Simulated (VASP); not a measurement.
Write the native input for VASP 6.6.1 that does the following.

* Task: single point
* Functional: PBEsol
* Potentials or basis: VASP PAW PBE potentials, release 64 (Ru_pv)
* Cutoff: 520 eV
* k mesh: 10 × 10 × 6
* Occupations: fermi-dirac, width 0.1 eV
* Spin: no spin polarisation
* Dipole correction: no
* Further INCAR settings: ALGO = Normal; EDIFF = 1e-06; NBANDS = 21

The structure of Ru lies in POSCAR:

```
Ru
1.0
    2.6963519222      0.0000000000      0.0000000000
   -1.3481759611      2.3351092622      0.0000000000
    0.0000000000      0.0000000000      4.2363277791
Ru
2
Direct
    0.3333333333      0.6666666667      0.2500000000
    0.6666666667      0.3333333333      0.7500000000
```

One way to write it, as run:

INCAR

```
SYSTEM = Ru
  PREC = Accurate
  ENCUT = 520
  EDIFF = 1E-6
  ISMEAR = -1
  SIGMA = 0.1
  LREAL = .False.
  LASPH = .True.
  NELM = 80
  ALGO = Normal
  ISIF = 2
  LWAVE = .False.
  LCHARG = .False.
  GGA = PS
  NBANDS = 21
```

KPOINTS

```
Automatic mesh
0
Gamma
  10 10 6
  0 0 0
```

Potentials or basis: VASP PAW PBE potentials, release 64 (Ru_pv).

The run is started by

```bash
$ cat potpaw_PBE.64/Ru_pv/POTCAR > POTCAR
$ mpirun -np 1 vasp_std > vasp.out
```

It gave:

- Pressure: 0.0 GPa
- Band gap on the k mesh: zero (bands 14 and 15 overlap by 3.32 eV)

Caveat: the PAW data sets were made with another functional, which shifts forces and pressure a little.

It took 28 s on 1 thread of Intel Xeon 8259CL, on a shared host, peak memory 0.15 GiB.
